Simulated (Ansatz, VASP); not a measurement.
Two plane-wave programs on BiTe

```
Bi Te
1.0
     0.00000    2.49305    2.49305
     2.49305    0.00000    2.49305
     2.49305    2.49305    0.00000
Bi Te
1 1
Direct
  0.00000 0.00000 0.00000
  0.50000 0.50000 0.50000
```

Change from the starting cell: volume scaled by 0.45, PAW files.

Alike in both runs: task single point; functional LDA; k mesh 10 × 10 × 10; occupations fermi-dirac, width 0.05 eV; no spin polarisation.

|  | VASP | Ansatz |
| --- | --- | --- |
| version | VASP 6.6.1 | Ansatz 0.2.0 |
| potentials or method | VASP PAW LDA potentials, release 64 (Bi_d, Te) | PAW with Ansatz's default frozen-core files, scalar-relativistic |
| plane-wave cutoff (eV) | 520 | 420 |
| valence electrons in the cell | 21 | 31 |

|  | VASP | Ansatz | Ansatz less VASP |
| --- | --- | --- | --- |
| pressure (GPa) | 211.0 | 208.9 | -2.03 |

LDA's correlation is that of Perdew and Zunger in VASP and of Perdew and Wang (1992) in Ansatz. Both programs put the cell under a high pressure, so it lies far from rest at this level. VASP's potentials hold 21 valence electrons a cell and Ansatz's 31, so a difference there can come from the potentials and not from the codes.

Neither program's run includes spin-orbit coupling. Noted on VASP's run: the cell as given lies far from equilibrium.
